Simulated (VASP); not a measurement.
# Y (Pm-3m) in VASP: single point with LDA

Aim: the single point of Y with LDA.

All numbers are computed with VASP 6.6.1; they aren't measurements. Logs are shortened: lines on timing, memory, paths and dates and some standing lists are left out, and cuts for length are marked.

## 1. The cell of the first run

Symmetry: Pm-3m, No. 221, cubic system. The conventional cell has a = 3.140 Å, b = 3.140 Å, c = 3.140 Å, α = 90.00°, β = 90.00°, γ = 90.00°. Y (site symmetry m-3m) has 6 Y at 3.14 Å within 4.1 Å.

## 2. Single point, LDA

Contents of INCAR:

```
SYSTEM = Y
PREC     = Accurate       ! precision mode
ENCUT    = 520            ! plane-wave cutoff, eV
EDIFF    = 1E-7           ! SCF threshold, eV
ISMEAR   = -1             ! smearing method
SIGMA    = 0.13605693000000002 ! smearing width, eV
LREAL    = .FALSE.        ! projectors in reciprocal space
LASPH    = .TRUE.         ! aspherical terms in the spheres
NELM     = 100            ! most SCF steps
ALGO     = Normal         ! electronic algorithm
ISIF     = 2              ! what is computed and relaxed
LWAVE    = .FALSE.        ! write WAVECAR
LCHARG   = .TRUE.         ! write CHGCAR
LELF     = .TRUE.         ! ELF
LVHAR    = .TRUE.       
NBANDS   = 12             ! bands
```

Contents of KPOINTS:

```
Automatic mesh
0
G
  11 11 11
  0 0 0
```

Contents of POSCAR:

```
Y
1.0
    3.1401303582      0.0000000000      0.0000000000
    0.0000000000      3.1401303582      0.0000000000
    0.0000000000      0.0000000000      3.1401303582
Y
1
Direct
    0.0000000000      0.0000000000      0.0000000000
```

Potentials or basis: VASP PAW LDA potentials, release 64 (Y_sv).

Launch:

```
$ cat potpaw_LDA.64/Y_sv/POTCAR > POTCAR
$ mpirun -np 1 vasp_std > vasp.out
```

OUTCAR:

```text
SYSTEM = Y
   PREC = Accurate
   ENCUT = 520
   EDIFF = 1E-7
   ISMEAR = -1
   LREAL = .FALSE.
   LASPH = .TRUE.
   NELM = 100
   ISIF = 2

 ion  position               nearest neighbor table
   1  0.000  0.000  0.000-

  LATTYP: Found a simple cubic cell.
 ALAT       =     3.1401303582

  Lattice vectors:

 A1 = (   3.1401303582,   0.0000000000,   0.0000000000)
 A2 = (   0.0000000000,   3.1401303582,   0.0000000000)
 A3 = (   0.0000000000,   0.0000000000,   3.1401303582)

Analysis of symmetry for initial positions (statically):
=====================================================================
 Subroutine PRICEL returns:
 Original cell was already a primitive cell.

 Routine SETGRP: Setting up the symmetry group for a
 simple cubic supercell.

 Subroutine GETGRP returns: Found 48 space group operations
 (whereof 48 operations were pure point group operations)
 out of a pool of 48 trial point group operations.

The static configuration has the point symmetry O_h .

Analysis of symmetry for dynamics (positions and initial velocities):
=====================================================================
 Subroutine PRICEL returns:
 Original cell was already a primitive cell.

 Routine SETGRP: Setting up the symmetry group for a
 simple cubic supercell.

 Subroutine GETGRP returns: Found 48 space group operations
 (whereof 48 operations were pure point group operations)
 out of a pool of 48 trial point group operations.

The dynamic configuration has the point symmetry O_h .

 Subroutine INISYM returns: Found 48 space group operations
 (whereof 48 operations are pure point group operations),
 and found     1 'primitive' translations

----------------------------------------------------------------------------------------

                                     Primitive cell

  volume of cell :      30.9630

  direct lattice vectors                    reciprocal lattice vectors
     3.140130358  0.000000000  0.000000000     0.318458117  0.000000000  0.000000000
     0.000000000  3.140130358  0.000000000     0.000000000  0.318458117  0.000000000
     0.000000000  0.000000000  3.140130358     0.000000000  0.000000000  0.318458117

  length of vectors
     3.140130358  3.140130358  3.140130358     0.318458117  0.318458117  0.318458117

  position of ions in fractional coordinates (direct lattice)
     0.000000000  0.000000000  0.000000000

  ion indices of the primitive-cell ions
   primitive index   ion index
                 1           1

----------------------------------------------------------------------------------------

 KPOINTS: Automatic mesh

Automatic generation of k-mesh.
 Grid dimensions read from file:
 generate k-points for:   11   11   11

 Generating k-lattice:

  Cartesian coordinates                     Fractional coordinates (reciprocal lattice)
     0.028950738  0.000000000  0.000000000     0.090909091  0.000000000  0.000000000
     0.000000000  0.028950738  0.000000000     0.000000000  0.090909091  0.000000000
     0.000000000  0.000000000  0.028950738     0.000000000  0.000000000  0.090909091

  Length of vectors
     0.028950738  0.028950738  0.028950738

  Shift w.r.t. Gamma in fractional coordinates (k-lattice)
     0.000000000  0.000000000  0.000000000

 Subroutine IBZKPT returns following result:
 ===========================================

 Found     56 irreducible k-points:

 Following reciprocal coordinates:
            Coordinates               Weight
  0.000000  0.000000  0.000000      1.000000
  0.090909  0.000000  0.000000      6.000000
  0.181818  0.000000  0.000000      6.000000
  0.272727  0.000000  0.000000      6.000000
  0.363636  0.000000  0.000000      6.000000
  0.454545  0.000000  0.000000      6.000000
[... 16 lines left out ...]
  0.181818  0.090909  0.090909     24.000000
  0.272727  0.090909  0.090909     24.000000
 [... further k-points ...]
   k-points           NKPTS =     56   k-points in BZ     NKDIM =     56   number of bands    NBANDS=     12
   number of dos      NEDOS =    301   number of ions     NIONS =      1
   total plane-waves  NPLWV =  13824
   dimension x,y,z NGX =    24 NGY =   24 NGZ =   24
   dimension x,y,z NGXF=    48 NGYF=   48 NGZF=   48
   ions per type =               1
   NGX,Y,Z   is equivalent  to a cutoff of  12.71, 12.71, 12.71 a.u.
   NGXF,Y,Z  is equivalent  to a cutoff of  25.41, 25.41, 25.41 a.u.
 SYSTEM =  Y
   PREC   = accura    normal or accurate (medium, high low for compatibility)
   ISTART =      0    job   : 0-new  1-cont  2-samecut
   ICHARG =      2    charge: 1-file 2-atom 10-const
   ISPIN  =      1    spin polarized calculation?
   LNONCOLLINEAR =      F non collinear calculations
   LSORBIT =      F    spin-orbit coupling
   LASPH  =      T    aspherical Exc in radial PAW
   ENCUT  =  520.0 eV  38.22 Ry    6.18 a.u.   5.84  5.84  5.84*2*pi/ulx,y,z
   NELM   =    100;   NELMIN=  2; NELMDL= -5     # of ELM steps
   EDIFF  = 0.1E-06   stopping-criterion for ELM
   LREAL  =      F    real-space projection
   EDIFFG = 0.1E-05   stopping-criterion for IOM
   NSW    =      0    number of steps for IOM
   IBRION =     -1    ionic relax: 0-MD 1-quasi-New 2-CG
   NFREE  =      0    steps in history (QN), initial steepest desc. (CG)
   ISIF   =      2    stress and relaxation
   ISYM   =      2    0-nonsym 1-usesym 2-fastsym
   POTIM  = 0.5000    time-step for ionic-motion
   TEBEG  =    0.0;   TEEND  =   0.0 temperature during run
   PSTRESS=    0.0 pullay stress
   NELECT =      11.0000    total number of electrons
   NUPDOWN=      -1.0000    fix difference up-down
   EMIN   =  10.00;   EMAX   =-10.00  energy-range for DOS
   EFERMI =   0.00;   METHOD = LEGACY
   ISMEAR =    -1;   SIGMA  =   0.14  broadening in eV -4-tet -1-fermi 0-gaus
   EFERMI_NEDOS =   21; number of points for ismear=-14 and -15
   IALGO  =     38    algorithm
   IMIX   =      4    mixing-type and parameters
     AMIX     =   0.40;   BMIX     =  1.00
     AMIX_MAG =   1.60;   BMIX_MAG =  1.00
  volume/ion in A,a.u.               =      30.96       208.95
  Fermi-wavevector in a.u.,A,eV,Ry     =   1.159466  2.191073 18.291150  1.344362
  Thomas-Fermi vector in A             =   2.296058
   LORBIT       =      0    0 simple, 1 ext, 2 COOP (PROOUT), +10 PAW based schemes
   GGA     = CA    functional components
   LHFCALC =     F    Hartree Fock is set to
   AEXX    =    0.0000 exact exchange contribution
   IVDW    =     0    specifies the selected vdW correction
   LEPSILON=     F    determine dielectric tensor
   LRPA    =     F    only Hartree local field effects (RPA)
 non-spin polarized calculation
  energy-cutoff  :      520.00
  volume of cell :       30.96
 maximum number of plane-waves:       849
 NGX is ok and might be reduce to    24
   NGX = 11   NGY = 11   NGZ = 11

 number of electron      10.9999999 magnetization

 Free energy of the ion-electron system (eV)
  ---------------------------------------------------
  ext. energy  EPLUGINS =         0.00000000
  ---------------------------------------------------
  free energy    TOTEN  =        -6.25156575 eV

  energy without entropy =       -6.12613241  energy(sigma->0) =       -6.18884908

 E-fermi :   3.0940     XC(G=0):  -9.8111

 val. band max:        3.0927006003   @ k =   0.1818   0.1818   0.0909
 cond. band min:       3.1185485230   @ k =   0.4545   0.1818   0.1818
 fundamental gap:      0.0258479227
 Fermi energy:         3.0939692725

 k-point     1 :       0.0000    0.0000    0.0000
  band No.  band energies     occupation
      1     -39.4322      2.00000
      2     -19.0646      2.00000
      3     -19.0646      2.00000
      4     -19.0646      2.00000
      5      -1.4952      2.00000
      6       2.3128      1.99360
      7       2.3128      1.99360
      8       8.9541      0.00000
      9       8.9541      0.00000
     10       8.9541      0.00000
     11      14.0890      0.00000
     12      14.0890      0.00000

 k-point     2 :       0.0909    0.0000    0.0000
  band No.  band energies     occupation
      1     -39.4237      2.00000
      2     -19.1512      2.00000
      3     -19.0574      2.00000
      4     -19.0574      2.00000
      5      -1.3130      2.00000
      6       2.3674      1.99045
      7       2.4879      1.97701
      8       8.5866      0.00000
      9       8.5866      0.00000
     10       8.9774      0.00000
     11      13.2861      0.00000
     12      14.5358      0.00000

 k-point     3 :       0.1818    0.0000    0.0000
  band No.  band energies     occupation
      1     -39.4009      2.00000
      2     -19.3771      2.00000
      3     -19.0377      2.00000
      4     -19.0377      2.00000
      5      -0.8172      2.00000
      6       2.5200      1.97098
      7       2.9568      1.46529
      8       7.8051      0.00000
      9       7.8051      0.00000
     10       9.0409      0.00000
     11      11.9293      0.00000
     12      15.5313      0.00000

 k-point     4 :       0.2727    0.0000    0.0000
  band No.  band energies     occupation
      1     -39.3708      2.00000
      2     -19.6603      2.00000
      3     -19.0118      2.00000
      4     -19.0118      2.00000
      5      -0.1225      2.00000
      6       2.7348      1.86677
      7       3.4884      0.10437
      8       7.0193      0.00000
      9       7.0193      0.00000
     10       9.1263      0.00000
     11      10.9853      0.00000
     12      15.2912      0.00000

 k-point     5 :       0.3636    0.0000    0.0000
  band No.  band energies     occupation
      1     -39.3430      2.00000
      2     -19.9094      2.00000
      3     -18.9879      2.00000
      4     -18.9879      2.00000
      5       0.6404      2.00000
      6       2.9501      1.48450
      7       3.6774      0.02709
      8       6.4270      0.00000
      9       6.4270      0.00000
     10       9.2069      0.00000
     11      10.9486      0.00000
     12      14.1826      0.00000
[... 228 lines left out ...]
      1     -39.2243      2.00000
      2     -19.9080      2.00000
      3     -19.9055      2.00000
      4     -18.8878      2.00000
      5       1.0155      2.00000
      6       3.2386      0.51344
      7       6.7182      0.00000
      8       6.7423      0.00000
      9       7.1145      0.00000
     10       7.1267      0.00000
     11      10.8427      0.00000
     12      14.6526      0.00000

 k-point    22 :       0.0909    0.0909    0.0909
  band No.  band energies     occupation
      1     -39.4069      2.00000
      2     -19.1466      2.00000
      3     -19.1304      2.00000
      4     -19.1304      2.00000
      5      -0.9518      2.00000
      6       2.6589      1.92152
      7       2.6589      1.92152
      8       8.0403      0.00000
      9       8.3231      0.00000
     10       8.3231      0.00000
     11      13.9201      0.00000
     12      14.2794      0.00000

 k-point    23 :       0.1818    0.0909    0.0909
  band No.  band energies     occupation
      1     -39.3842      2.00000
      2     -19.3602      2.00000
      3     -19.1196      2.00000
      4     -19.1099      2.00000
      5      -0.4645      2.00000
      6       2.8103      1.77889
      7       3.1311      0.86454
      8       7.3268      0.00000
      9       7.4825      0.00000
     10       8.3623      0.00000
     11      12.7748      0.00000
     12      14.8448      0.00000

 k-point    24 :       0.2727    0.0909    0.0909
  band No.  band energies     occupation
      1     -39.3543      2.00000
      2     -19.6406      2.00000
      3     -19.0923      2.00000
      4     -19.0830      2.00000
      5       0.2143      2.00000
      6       3.0281      1.23753
      7       3.6054      0.04556
      8       6.6355      0.00000
      9       6.7428      0.00000
     10       8.4719      0.00000
     11      11.7030      0.00000
     12      15.6344      0.00000

 [... further k-points ...]
[... 5 lines left out ...]
  --------------------------------------------------------------------------------------
  -------------------------------------------------------------------------------------
  Total        0.0015666      0.0015666      0.0015666      0.0000000      0.0000000      0.0000000
  in kB        0.0810612      0.0810612      0.0810612      0.0000000      0.0000000      0.0000000
  external PRESSURE =       0.0810612 kB  Pullay stress =       0.0000000 kB

 VOLUME and BASIS-vectors are now :
 -----------------------------------------------------------------------------
  energy-cutoff  :      520.00
  volume of cell :       30.96
      direct lattice vectors                 reciprocal lattice vectors
     3.140130358  0.000000000  0.000000000     0.318458117  0.000000000  0.000000000
     0.000000000  3.140130358  0.000000000     0.000000000  0.318458117  0.000000000
     0.000000000  0.000000000  3.140130358     0.000000000  0.000000000  0.318458117

 POSITION                                       TOTAL-FORCE (eV/Angst)
 -----------------------------------------------------------------------------------
      0.00000      0.00000      0.00000         0.000000      0.000000      0.000000
 -----------------------------------------------------------------------------------
    total drift:                                0.000000      0.000000      0.000000

  FREE ENERGIE OF THE ION-ELECTRON SYSTEM (eV)
  ---------------------------------------------------
  free  energy   TOTEN  =        -6.2515657488 eV

  energy  without entropy=       -6.1261324108  energy(sigma->0) =       -6.18884908
```

Run time: 22 s. Hardware: 1 thread of Intel Xeon 8259CL, shared host; peak memory 0.15 GiB.

Results:

```yaml
Free_energy: -6.2516 eV
Pressure: 0.0 GPa
```
